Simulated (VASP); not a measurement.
# SnO (Pmn2_1) in VASP: further runs, part 2 of 2

VASP 6.6.1.

### 3 Single point, PBE

INCAR

```
SYSTEM = SnO
PREC = Accurate
ENCUT = 520
EDIFF = 1E-7
ISMEAR = 0
SIGMA = 0.05
LREAL = .False.
LASPH = .True.
NELM = 60
ALGO = Normal
ISIF = 2
LWAVE = .False.
LCHARG = .False.
GGA = PE
NBANDS = 28
NELECT = 39.5
```

KPOINTS

```
regular mesh
0
Gamma
  8 6 8
  0 0 0
```

POSCAR

```
SnO
1.0
    3.3550050000      0.0000000000      0.0000000000
    0.0000000000      5.6741040000      0.0000000000
    0.0000000000      0.0000000000      4.2219700000
Sn O
2 2
Direct
    0.0000000000      0.2319090000      0.5131440000
    0.5000000000      0.7680910000      0.0131440000
    0.0000000000      0.8912500000      0.7368570000
    0.5000000000      0.1087500000      0.2368570000
```

Potentials or basis: VASP PAW PBE potentials, release 64 (Sn_d, O).

Run with:

```bash
$ cat potpaw_PBE.64/Sn_d/POTCAR potpaw_PBE.64/O/POTCAR > POTCAR
$ mpirun -np 1 vasp_std > vasp.out
```

OUTCAR:

```text
SYSTEM = SnO
   PREC = Accurate
   ENCUT = 520
   EDIFF = 1E-7
   ISMEAR = 0
   LREAL = .False.
   LASPH = .True.
   NELM = 60
   ISIF = 2
   GGA = PE
   NELECT = 39.5

 ion  position               nearest neighbor table
   1  0.000  0.232  0.513-   3 2.15   4 2.16   4 2.16
   2  0.500  0.768  0.013-   4 2.15   3 2.16   3 2.16
   3  0.000  0.891  0.737-   1 2.15   2 2.16   2 2.16
   4  0.500  0.109  0.237-   2 2.15   1 2.16   1 2.16

  LATTYP: Found a simple orthorhombic cell.
 ALAT       =     3.3550050000
 B/A-ratio  =     1.2584094510
 C/A-ratio  =     1.6912356315

  Lattice vectors:

 A1 = (  -3.3550050000,   0.0000000000,   0.0000000000)
 A2 = (   0.0000000000,   0.0000000000,   4.2219700000)
 A3 = (   0.0000000000,   5.6741040000,   0.0000000000)

Analysis of symmetry for initial positions (statically):
=====================================================================
 Subroutine PRICEL returns:
 Original cell was already a primitive cell.

 Routine SETGRP: Setting up the symmetry group for a
 simple orthorhombic supercell.

 Subroutine GETGRP returns: Found  4 space group operations
 (whereof  2 operations were pure point group operations)
 out of a pool of  8 trial point group operations.

The static configuration has the point symmetry C_1h.
 The point group associated with its full space group is C_2v.

Analysis of symmetry for dynamics (positions and initial velocities):
=====================================================================
 Subroutine PRICEL returns:
 Original cell was already a primitive cell.

 Routine SETGRP: Setting up the symmetry group for a
 simple orthorhombic supercell.

 Subroutine GETGRP returns: Found  4 space group operations
 (whereof  2 operations were pure point group operations)
 out of a pool of  8 trial point group operations.

The dynamic configuration has the point symmetry C_1h.
 The point group associated with its full space group is C_2v.

 Subroutine INISYM returns: Found  4 space group operations
 (whereof  2 operations are pure point group operations),
 and found     1 'primitive' translations

----------------------------------------------------------------------------------------

                                     Primitive cell

  volume of cell :      80.3722

  direct lattice vectors                    reciprocal lattice vectors
     3.355005000  0.000000000  0.000000000     0.298062149  0.000000000  0.000000000
     0.000000000  5.674104000  0.000000000     0.000000000  0.176239279  0.000000000
     0.000000000  0.000000000  4.221970000     0.000000000  0.000000000  0.236856254

  length of vectors
     3.355005000  5.674104000  4.221970000     0.298062149  0.176239279  0.236856254

  position of ions in fractional coordinates (direct lattice)
     0.000000000  0.231909000  0.513144000
     0.500000000  0.768091000  0.013144000
     0.000000000  0.891250000  0.736857000
     0.500000000  0.108750000  0.236857000

  ion indices of the primitive-cell ions
   primitive index   ion index
                 1           1
                 2           2
                 3           3
                 4           4

[... 21 lines left out ...]
 Subroutine IBZKPT returns following result:
 ===========================================

 Found    100 irreducible k-points:

 Following reciprocal coordinates:
            Coordinates               Weight
  0.000000  0.000000  0.000000      1.000000
  0.125000  0.000000  0.000000      2.000000
  0.250000  0.000000  0.000000      2.000000
  0.375000  0.000000  0.000000      2.000000
  0.500000  0.000000  0.000000      1.000000
  0.000000  0.166667  0.000000      2.000000
[... 16 lines left out ...]
  0.250000  0.000000  0.125000      4.000000
  0.375000  0.000000  0.125000      4.000000
 [... further k-points ...]
   k-points           NKPTS =    100   k-points in BZ     NKDIM =    100   number of bands    NBANDS=     28
   number of dos      NEDOS =    301   number of ions     NIONS =      4
   total plane-waves  NPLWV =  37632
   dimension x,y,z NGX =    28 NGY =   42 NGZ =   32
   dimension x,y,z NGXF=    56 NGYF=   84 NGZF=   64
   ions per type =               2   2
   NGX,Y,Z   is equivalent  to a cutoff of  13.87, 12.31, 12.60 a.u.
   NGXF,Y,Z  is equivalent  to a cutoff of  27.75, 24.61, 25.20 a.u.
 SYSTEM =  SnO
   PREC   = accura    normal or accurate (medium, high low for compatibility)
   ISTART =      0    job   : 0-new  1-cont  2-samecut
   ICHARG =      2    charge: 1-file 2-atom 10-const
   ISPIN  =      1    spin polarized calculation?
   LNONCOLLINEAR =      F non collinear calculations
   LSORBIT =      F    spin-orbit coupling
   LASPH  =      T    aspherical Exc in radial PAW
   ENCUT  =  520.0 eV  38.22 Ry    6.18 a.u.   6.24 10.55  7.85*2*pi/ulx,y,z
   NELM   =     60;   NELMIN=  2; NELMDL= -5     # of ELM steps
   EDIFF  = 0.1E-06   stopping-criterion for ELM
   LREAL  =      F    real-space projection
   EDIFFG = 0.1E-05   stopping-criterion for IOM
   NSW    =      0    number of steps for IOM
   IBRION =     -1    ionic relax: 0-MD 1-quasi-New 2-CG
   NFREE  =      0    steps in history (QN), initial steepest desc. (CG)
   ISIF   =      2    stress and relaxation
   ISYM   =      2    0-nonsym 1-usesym 2-fastsym
   POTIM  = 0.5000    time-step for ionic-motion
   TEBEG  =    0.0;   TEEND  =   0.0 temperature during run
   PSTRESS=    0.0 pullay stress
   NELECT =      39.5000    total number of electrons
   NUPDOWN=      -1.0000    fix difference up-down
   EMIN   =  10.00;   EMAX   =-10.00  energy-range for DOS
   EFERMI =   0.00;   METHOD = LEGACY
   ISMEAR =     0;   SIGMA  =   0.05  broadening in eV -4-tet -1-fermi 0-gaus
   EFERMI_NEDOS =   21; number of points for ismear=-14 and -15
   IALGO  =     38    algorithm
   IMIX   =      4    mixing-type and parameters
     AMIX     =   0.40;   BMIX     =  1.00
     AMIX_MAG =   1.60;   BMIX_MAG =  1.00
  volume/ion in A,a.u.               =      20.09       135.59
  Fermi-wavevector in a.u.,A,eV,Ry     =   1.291929  2.441392 22.709221  1.669081
  Thomas-Fermi vector in A             =   2.423669
   LORBIT       =      0    0 simple, 1 ext, 2 COOP (PROOUT), +10 PAW based schemes
   GGA     = PE    functional components
   LHFCALC =     F    Hartree Fock is set to
   AEXX    =    0.0000 exact exchange contribution
   IVDW    =     0    specifies the selected vdW correction
   LEPSILON=     F    determine dielectric tensor
   LRPA    =     F    only Hartree local field effects (RPA)
 non-spin polarized calculation
 Gauss-broadening in eV      SIGMA  =   0.05
  energy-cutoff  :      520.00
  volume of cell :       80.37
 maximum number of plane-waves:      2183
 NGX is ok and might be reduce to    28
   NGX = 13   NGY = 21   NGZ = 15

 number of electron      39.4999992 magnetization

 Free energy of the ion-electron system (eV)
  ---------------------------------------------------
  ext. energy  EPLUGINS =         0.00000000
  ---------------------------------------------------
  free energy    TOTEN  =       -24.65800450 eV

  energy without entropy =      -24.65444612  energy(sigma->0) =      -24.65622531

 E-fermi :   4.2318     XC(G=0):  -9.4106

 val. band max:        4.2038369695   @ k =   0.5000   0.3333   0.5000
 cond. band min:       4.2352688260   @ k =   0.3750   0.1667   0.2500
 fundamental gap:      0.0314318565
 Fermi energy:         4.2318319933

 k-point     1 :       0.0000    0.0000    0.0000
  band No.  band energies     occupation
      1     -16.4692      2.00000
      2     -16.1494      2.00000
      3     -16.0750      2.00000
      4     -16.0450      2.00000
      5     -16.0205      2.00000
      6     -16.0001      2.00000
[... 733 lines left out ...]
     27      13.8656      0.00000
     28      15.2982      0.00000

 [... further k-points ...]

------------------------ aborting loop because EDIFF is reached ----------------------------------------

  FORCE on cell =-STRESS in cart. coord.  units (eV):
  Direction    XX          YY          ZZ          XY          YZ          ZX
  --------------------------------------------------------------------------------------
  -------------------------------------------------------------------------------------
  Total       -5.1880089     -6.1263213     -5.4792591      0.0000000      0.0000000      0.0000000
  in kB     -103.4202751   -122.1250479   -109.2261971      0.0000000      0.0000000      0.0000000
  external PRESSURE =    -111.5905067 kB  Pullay stress =       0.0000000 kB

 VOLUME and BASIS-vectors are now :
 -----------------------------------------------------------------------------
  energy-cutoff  :      520.00
  volume of cell :       80.37
      direct lattice vectors                 reciprocal lattice vectors
     3.355005000  0.000000000  0.000000000     0.298062149  0.000000000  0.000000000
     0.000000000  5.674104000  0.000000000     0.000000000  0.176239279  0.000000000
     0.000000000  0.000000000  4.221970000     0.000000000  0.000000000  0.236856254

 POSITION                                       TOTAL-FORCE (eV/Angst)
 -----------------------------------------------------------------------------------
      0.00000      1.31588      2.16648         0.000000     -0.395800     -0.234460
      1.67750      4.35823      0.05549         0.000000      0.395800     -0.234460
      0.00000      5.05705      3.11099         0.000000      0.026638      0.234460
      1.67750      0.61706      1.00000         0.000000     -0.026638      0.234460
 -----------------------------------------------------------------------------------
    total drift:                                0.000000      0.000000     -0.000386

  FREE ENERGIE OF THE ION-ELECTRON SYSTEM (eV)
  ---------------------------------------------------
  free  energy   TOTEN  =       -24.6580044996 eV

  energy  without entropy=      -24.6544461205  energy(sigma->0) =      -24.65622531
```

Wall time 2.4 min (1 thread of Intel Xeon Platinum 8488C (Sapphire Rapids), shared host); peak memory 0.31 GiB.

Results:

```yaml
Free_energy: -24.6580 eV
Largest_force: 0.460 eV/Å
```

Forces on the atoms (eV/Å):
```
Sn   0.000 -0.396 -0.234
Sn   0.000  0.396 -0.234
O    0.000  0.027  0.234
O    0.000 -0.027  0.234
```

Levels at points of the mesh, in eV from the Fermi level:
```
           k point  band 16  band 17  band 18  band 19  band 20  band 21  band 22  band 23  band 24  band 25
(0.00, 0.00, 0.00)    -3.21    -2.83    -2.06    -1.45     0.53     3.39     3.85     6.59     6.64     8.67
(0.50, 0.00, 0.00)    -3.86    -1.97    -1.97    -0.65    -0.65     3.26     3.26     6.19     6.19     7.26
(0.00, 0.50, 0.00)    -3.38    -3.18    -2.09    -1.00    -0.81     4.08     4.61     5.53     5.77     7.56
(0.50, 0.50, 0.00)    -3.71    -2.04    -2.04    -0.31    -0.31     2.54     2.54     6.93     6.93     7.87
(0.00, 0.00, 0.50)    -2.78    -2.60    -2.60    -1.08    -1.08     3.39     3.39     5.89     5.89     8.60
(0.50, 0.00, 0.50)    -3.47    -2.51    -2.51    -0.49    -0.49     2.78     2.78     5.32     5.32     7.52
(0.00, 0.50, 0.50)    -2.60    -2.28    -2.28    -0.94    -0.94     2.61     2.61     6.70     6.70     8.50
(0.50, 0.50, 0.50)    -3.59    -2.78    -2.78     0.12     0.12     3.09     3.09     4.85     4.85     6.79
```

Caveat: the cell carries a net charge on a neutralising background, which shifts energy and pressure; the cell is charged against a uniform background, so pressure and absolute levels hang on convention; spin-orbit coupling is left out, which moves the levels of the heavy elements.

### 4 Single point, PBE

This run uses another cell than the first one, of 18.08 Å³/atom.

INCAR

```
  ALGO = Normal
  EDIFF = 1E-6
  ENCUT = 520
  GGA = PE
  ISIF = 2
  ISMEAR = 0
  LASPH = T
  LCHARG = F
  LREAL = F
  LWAVE = F
  NBANDS = 28
  NELM = 100
  PREC = Accurate
  SIGMA = 0.05
```

KPOINTS

```
k-points
0
Gamma
  8 6 8
```

POSCAR

```
SnO
1.0
    3.2392217128      0.0000000000      0.0000000000
    0.0000000000      5.4782871791      0.0000000000
    0.0000000000      0.0000000000      4.0762672171
Sn O
2 2
Direct
    0.0000000000      0.2319090000      0.5131440000
    0.5000000000      0.7680910000      0.0131440000
    0.0000000000      0.8912500000      0.7368570000
    0.5000000000      0.1087500000      0.2368570000
```

Potentials or basis: VASP PAW PBE potentials, release 64 (Sn_d, O).

Run with:

```bash
$ cat potpaw_PBE.64/Sn_d/POTCAR potpaw_PBE.64/O/POTCAR > POTCAR
$ mpirun -np 1 vasp_std > vasp.out
```

OUTCAR:

```text
EDIFF = 1E-6
   ENCUT = 520
   GGA = PE
   ISIF = 2
   ISMEAR = 0
   LASPH = T
   LREAL = F
   NELM = 100
   PREC = Accurate

 ion  position               nearest neighbor table
   1  0.000  0.232  0.513-   3 2.08   4 2.08   4 2.08   2 3.64   2 3.64   2 3.64   2 3.64
   2  0.500  0.768  0.013-   4 2.08   3 2.08   3 2.08   1 3.64   1 3.64   1 3.64   1 3.64
   3  0.000  0.891  0.737-   1 2.08   2 2.08   2 2.08
   4  0.500  0.109  0.237-   2 2.08   1 2.08   1 2.08

  LATTYP: Found a simple orthorhombic cell.
 ALAT       =     3.2392217128
 B/A-ratio  =     1.2584094509
 C/A-ratio  =     1.6912356315

  Lattice vectors:

 A1 = (  -3.2392217128,   0.0000000000,   0.0000000000)
 A2 = (   0.0000000000,   0.0000000000,   4.0762672171)
 A3 = (   0.0000000000,   5.4782871791,   0.0000000000)

Analysis of symmetry for initial positions (statically):
=====================================================================
 Subroutine PRICEL returns:
 Original cell was already a primitive cell.

 Routine SETGRP: Setting up the symmetry group for a
 simple orthorhombic supercell.

 Subroutine GETGRP returns: Found  4 space group operations
 (whereof  2 operations were pure point group operations)
 out of a pool of  8 trial point group operations.

The static configuration has the point symmetry C_1h.
 The point group associated with its full space group is C_2v.

Analysis of symmetry for dynamics (positions and initial velocities):
=====================================================================
 Subroutine PRICEL returns:
 Original cell was already a primitive cell.

 Routine SETGRP: Setting up the symmetry group for a
 simple orthorhombic supercell.

 Subroutine GETGRP returns: Found  4 space group operations
 (whereof  2 operations were pure point group operations)
 out of a pool of  8 trial point group operations.

The dynamic configuration has the point symmetry C_1h.
[... 120 lines left out ...]
   EFERMI_NEDOS =   21; number of points for ismear=-14 and -15
   IALGO  =     38    algorithm
   IMIX   =      4    mixing-type and parameters
     AMIX     =   0.40;   BMIX     =  1.00
     AMIX_MAG =   1.60;   BMIX_MAG =  1.00
  volume/ion in A,a.u.               =      18.08       122.04
  Fermi-wavevector in a.u.,A,eV,Ry     =   1.343730  2.539282 24.566832  1.805611
  Thomas-Fermi vector in A             =   2.471781
   LORBIT       =      0    0 simple, 1 ext, 2 COOP (PROOUT), +10 PAW based schemes
   GGA     = PE    functional components
   LHFCALC =     F    Hartree Fock is set to
   AEXX    =    0.0000 exact exchange contribution
   IVDW    =     0    specifies the selected vdW correction
   LEPSILON=     F    determine dielectric tensor
   LRPA    =     F    only Hartree local field effects (RPA)
 non-spin polarized calculation
 Gauss-broadening in eV      SIGMA  =   0.05
  energy-cutoff  :      520.00
  volume of cell :       72.33
 maximum number of plane-waves:      1976
   NGX = 13   NGY = 21   NGZ = 15

 number of electron      40.0000009 magnetization

 Free energy of the ion-electron system (eV)
  ---------------------------------------------------
  ext. energy  EPLUGINS =         0.00000000
  ---------------------------------------------------
  free energy    TOTEN  =       -22.17724347 eV

  energy without entropy =      -22.17724347  energy(sigma->0) =      -22.17724347

 E-fermi :   6.3742     XC(G=0): -10.0560

 val. band max:        6.1612198404   @ k =   0.1250   0.0000   0.0000
 cond. band min:       7.3898607823   @ k =   0.3750   0.5000   0.0000
 fundamental gap:      1.2286409419
 Fermi energy:         6.3742123886

 k-point     1 :       0.0000    0.0000    0.0000
  band No.  band energies     occupation
      1     -15.5332      2.00000
      2     -14.9979      2.00000
      3     -14.8570      2.00000
      4     -14.8198      2.00000
      5     -14.7835      2.00000
      6     -14.7568      2.00000
[... 733 lines left out ...]
     27      15.2342      0.00000
     28      16.6829      0.00000

 [... further k-points ...]

------------------------ aborting loop because EDIFF is reached ----------------------------------------

  FORCE on cell =-STRESS in cart. coord.  units (eV):
  Direction    XX          YY          ZZ          XY          YZ          ZX
  --------------------------------------------------------------------------------------
  -------------------------------------------------------------------------------------
  Total        5.3996323      5.0832894      4.0020564      0.0000000      0.0000000      0.0000000
  in kB      119.5987540    112.5919404     88.6432494      0.0000000      0.0000000      0.0000000
  external PRESSURE =     106.9446479 kB  Pullay stress =       0.0000000 kB

 VOLUME and BASIS-vectors are now :
 -----------------------------------------------------------------------------
  energy-cutoff  :      520.00
  volume of cell :       72.33
      direct lattice vectors                 reciprocal lattice vectors
     3.239221713  0.000000000  0.000000000     0.308716133  0.000000000  0.000000000
     0.000000000  5.478287179  0.000000000     0.000000000  0.182538806  0.000000000
     0.000000000  0.000000000  4.076267217     0.000000000  0.000000000  0.245322484

 POSITION                                       TOTAL-FORCE (eV/Angst)
 -----------------------------------------------------------------------------------
      0.00000      1.27046      2.09171         0.000000      1.579510      0.505575
      1.61961      4.20782      0.05358         0.000000     -1.579510      0.505575
      0.00000      4.88252      3.00363         0.000000     -0.065389     -0.505575
      1.61961      0.59576      0.96549         0.000000      0.065389     -0.505575
 -----------------------------------------------------------------------------------
    total drift:                                0.000000      0.000000     -0.000194

  FREE ENERGIE OF THE ION-ELECTRON SYSTEM (eV)
  ---------------------------------------------------
  free  energy   TOTEN  =       -22.1772434699 eV

  energy  without entropy=      -22.1772434699  energy(sigma->0) =      -22.17724347
```

OSZICAR:

```text
N       E                     dE             d eps       ncg     rms          rms(c)
DAV:   1     0.441879427614E+03    0.44188E+03   -0.20408E+04  5772   0.218E+03
DAV:   2     0.420477999311E+02   -0.39983E+03   -0.38355E+03  5824   0.547E+02
DAV:   3    -0.228909138846E+02   -0.64939E+02   -0.63947E+02  6388   0.189E+02
DAV:   4    -0.259343604238E+02   -0.30434E+01   -0.30302E+01  6632   0.439E+01
DAV:   5    -0.260072951194E+02   -0.72935E-01   -0.72918E-01  6236   0.728E+00    0.121E+01
DAV:   6    -0.221828762790E+02    0.38244E+01   -0.15729E+01  9172   0.456E+01    0.499E+00
DAV:   7    -0.222026476598E+02   -0.19771E-01   -0.19333E+00  6464   0.876E+00    0.263E+00
DAV:   8    -0.221871647565E+02    0.15483E-01   -0.30696E-01  8436   0.438E+00    0.845E-01
DAV:   9    -0.221762408144E+02    0.10924E-01   -0.57656E-02  8700   0.282E+00    0.220E-01
DAV:  10    -0.221774060467E+02   -0.11652E-02   -0.71879E-03  7544   0.780E-01    0.112E-01
DAV:  11    -0.221772197514E+02    0.18630E-03   -0.11580E-03  8584   0.386E-01    0.240E-02
DAV:  12    -0.221772541558E+02   -0.34404E-04   -0.30488E-04  6776   0.100E-01    0.340E-02
DAV:  13    -0.221772435323E+02    0.10623E-04   -0.62150E-05  7796   0.102E-01    0.363E-03
DAV:  14    -0.221772434699E+02    0.62462E-07   -0.66920E-06  7404   0.288E-02
   1 F= -.22177243E+02 E0= -.22177243E+02  d E =-.196636E-11
```

Wall time 1.9 min (1 thread of Intel Xeon Platinum 8488C (Sapphire Rapids), shared host); peak memory 0.29 GiB.

What came out:

```yaml
Free_energy: -22.1772 eV
Pressure: 10.7 GPa
Largest_force: 1.658 eV/Å
Band_gap_on_the_k_mesh: 1.23 eV (least direct gap 1.81 eV)
```

Forces on the atoms (eV/Å):
```
Sn   0.000  1.580  0.506
Sn   0.000 -1.580  0.506
O    0.000 -0.065 -0.506
O    0.000  0.065 -0.506
```

Stress tensor (GPa, compression positive):
```
11.96  0.00  0.00
 0.00 11.26  0.00
 0.00  0.00  8.86
```

Caveat: the cell stands under pressure; spin-orbit coupling is left out, which moves the levels of the heavy elements; forces of over 1 eV/Å act on the atoms, so gaps and moduli don't describe the material at rest.
